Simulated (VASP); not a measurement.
Set up this calculation in VASP 6.6.1, as the native input.

* Task: single point
* Functional: r2SCAN
* Potentials or basis: VASP PAW PBE potentials, release 64 (Si, Ge_d)
* Cutoff: 520 eV
* k mesh: 1 × 1 × 1
* Occupations: fermi-dirac, width 0.05 eV
* Spin: no spin polarisation
* Dipole correction: no
* Further INCAR settings: LREAL = Auto; ALGO = Normal; EDIFF = 1e-06; NBANDS = 421

The system is Si13Ge51.

```xyz
64
Lattice="11.2354 0.0000 0.0000 0.0000 11.2354 0.0000 0.0000 0.0000 11.2354" Properties=species:S:1:pos:R:3 pbc="T T T"
Si   11.2193    0.0139   11.2214
Si    0.0097    0.0302    5.6502
Si    5.6410    5.5805   11.2118
Si    1.3536    1.4081    7.0307
Si    1.3966    7.0165    1.4017
Si    2.7919    2.7992   11.2206
Si    8.4141    2.8307   11.1969
Si    8.4380    2.8029    5.6252
Si    8.4455    0.0141    8.4216
Si    8.4149    5.5942    2.7942
Si    8.4053    5.5686    8.4544
Si   11.2233    2.7730    8.4108
Si    7.0515    4.2369    9.8641
Ge    0.0071    5.6159    0.0120
Ge   11.2072    5.6011    5.6257
Ge    5.6173    0.0096   11.2278
Ge    5.6281    0.0104    5.6309
Ge    5.6293    5.6111    5.6122
Ge    1.3937    1.4035    1.3582
Ge    1.3973    7.0184    7.0258
Ge    7.0489    1.4390    1.3799
Ge    7.0711    1.4206    7.0402
Ge    7.0153    6.9668    1.3960
Ge    7.0476    6.9923    7.0584
Ge    2.7709    2.7842    5.6464
Ge    2.7866    8.4005    0.0205
Ge    2.8011    8.4316    5.6170
Ge    8.4257    8.4113   11.2267
Ge    8.4402    8.4186    5.6261
Ge    4.2030    4.2077    1.3433
Ge    4.2230    4.2018    7.0247
Ge    4.2144    9.8236    1.4041
Ge    4.2049    9.8401    7.0358
Ge    9.7844    4.2049    1.3944
Ge    9.8042    4.1771    7.0581
Ge    9.8579    9.8453    1.3791
Ge    9.8410    9.8802    7.0249
Ge    2.7958    0.0049    2.8021
Ge    2.7677    0.0317    8.4167
Ge    2.7918    5.6249    2.7709
Ge    2.8070    5.6007    8.4366
Ge    8.4479    0.0144    2.8073
Ge    4.2074    1.4114    4.2189
Ge    4.1987    1.4360    9.8409
Ge    4.2080    7.0166    4.2041
Ge    4.2361    6.9933    9.8628
Ge    9.8460    1.4099    4.2675
Ge    9.8268    1.4124    9.8294
Ge    9.8051    6.9912    4.1743
Ge    9.8093    6.9859    9.8002
Ge   11.2176    2.8004    2.7981
Ge    0.0158    8.4102    2.7900
Ge   11.2228    8.4338    8.4266
Ge    5.6177    2.8270    2.7986
Ge    5.6623    2.8422    8.4634
Ge    5.6255    8.4107    2.8005
Ge    5.6227    8.4224    8.4424
Ge    1.3973    4.2096    4.2062
Ge    1.3867    4.1576    9.8211
Ge    1.3741    9.8603    4.2395
Ge    1.3801    9.8495    9.8577
Ge    7.0705    4.2071    4.2205
Ge    7.0278    9.8285    4.2120
Ge    7.0519    9.8611    9.8099
```

The input as run:

POSCAR

```
Si13Ge51
1.0
   11.2354450000      0.0000000000      0.0000000000
    0.0000000000     11.2354450000      0.0000000000
    0.0000000000      0.0000000000     11.2354450000
Si Ge
13 51
Direct
    0.9985630000      0.0012360000      0.9987460000
    0.0008620000      0.0026900000      0.5028910000
    0.5020720000      0.4966830000      0.9978990000
    0.1204770000      0.1253260000      0.6257620000
    0.1242990000      0.6244980000      0.1247560000
    0.2484930000      0.2491360000      0.9986790000
    0.7488860000      0.2519440000      0.9965680000
    0.7510140000      0.2494730000      0.5006680000
    0.7516810000      0.0012530000      0.7495580000
    0.7489640000      0.4979040000      0.2486960000
    0.7481060000      0.4956260000      0.7524720000
    0.9989200000      0.2468080000      0.7485990000
    0.6276120000      0.3771020000      0.8779430000
    0.0006350000      0.4998400000      0.0010720000
    0.9974840000      0.4985170000      0.5007140000
    0.4999660000      0.0008560000      0.9993210000
    0.5009240000      0.0009220000      0.5011760000
    0.5010330000      0.4994070000      0.4995080000
    0.1240480000      0.1249130000      0.1208870000
    0.1243610000      0.6246660000      0.6253250000
    0.6273820000      0.1280810000      0.1228190000
    0.6293570000      0.1264370000      0.6266020000
    0.6243930000      0.6200690000      0.1242490000
    0.6272660000      0.6223420000      0.6282300000
    0.2466180000      0.2478070000      0.5025490000
    0.2480210000      0.7476760000      0.0018240000
    0.2493130000      0.7504450000      0.4999390000
    0.7499210000      0.7486430000      0.9992230000
    0.7512150000      0.7492870000      0.5007480000
    0.3740860000      0.3744990000      0.1195560000
    0.3758610000      0.3739800000      0.6252310000
    0.3751020000      0.8743370000      0.1249680000
    0.3742570000      0.8758120000      0.6262130000
    0.8708500000      0.3742520000      0.1241100000
    0.8726110000      0.3717830000      0.6282030000
    0.8773910000      0.8762750000      0.1227420000
    0.8758870000      0.8793740000      0.6252450000
    0.2488370000      0.0004400000      0.2493960000
    0.2463330000      0.0028230000      0.7491190000
    0.2484850000      0.5006380000      0.2466190000
    0.2498350000      0.4984880000      0.7508950000
    0.7518980000      0.0012810000      0.2498580000
    0.3744790000      0.1256240000      0.3754980000
    0.3737040000      0.1278130000      0.8758830000
    0.3745310000      0.6245080000      0.3741860000
    0.3770280000      0.6224280000      0.8778330000
    0.8763360000      0.1254870000      0.3798280000
    0.8746260000      0.1257050000      0.8748590000
    0.8726970000      0.6222430000      0.3715340000
    0.8730640000      0.6217710000      0.8722530000
    0.9984090000      0.2492440000      0.2490400000
    0.0014030000      0.7485440000      0.2483240000
    0.9988760000      0.7506450000      0.7500030000
    0.4999950000      0.2516130000      0.2490860000
    0.5039670000      0.2529700000      0.7532810000
    0.5006960000      0.7485860000      0.2492590000
    0.5004410000      0.7496290000      0.7514100000
    0.1243630000      0.3746740000      0.3743660000
    0.1234230000      0.3700410000      0.8741140000
    0.1223010000      0.8776060000      0.3773330000
    0.1228320000      0.8766460000      0.8773770000
    0.6293040000      0.3744450000      0.3756400000
    0.6254990000      0.8747780000      0.3748820000
    0.6276480000      0.8776820000      0.8731250000
```

INCAR.step1

```
SYSTEM = Si13Ge51
ALGO = Normal
EDIFF = 1E-4
ENCUT = 520
GGA = PE
ISMEAR = -1
LASPH = .True.
LCHARG = .False.
LREAL = Auto
LUSENCCL = .False.
LWAVE = .True.
NBANDS = 421
NELM = 100
PREC = Accurate
SIGMA = 0.05
```

INCAR.step2

```
SYSTEM = Si13Ge51
ALGO = Normal
EDIFF = 1E-6
ENCUT = 520
ISIF = 2
ISMEAR = -1
ISTART = 1
LASPH = .True.
LCHARG = .False.
LMIXTAU = .True.
LREAL = Auto
LUSENCCL = .False.
LWAVE = .False.
METAGGA = R2SCAN
NBANDS = 421
NELM = 100
PREC = Accurate
SIGMA = 0.05
```

KPOINTS

```
k-points
0
Gamma
  1 1 1
  0 0 0
```

Potentials or basis: VASP PAW PBE potentials, release 64 (Si, Ge_d).

Launch:

```bash
$ cat potpaw_PBE.64/Si/POTCAR potpaw_PBE.64/Ge_d/POTCAR > POTCAR
$ cp INCAR.step1 INCAR
$ mpirun -np 1 vasp_gam > vasp.out
$ cp INCAR.step2 INCAR
$ mpirun -np 1 vasp_gam > vasp.out
```

Results of the run:

```yaml
Pressure: 0.4 GPa
Largest_force: 0.137 eV/Å
```

Caveat: the k points lie up to 0.56 Å⁻¹ apart; the PAW data sets were made with another functional, which shifts forces and pressure a little.

Run time: 9.5 min on 1 × NVIDIA H100 80GB with 1 thread of AMD EPYC 7R13 Processor (Zen 3), with other jobs on the host, peak memory 2 GiB.
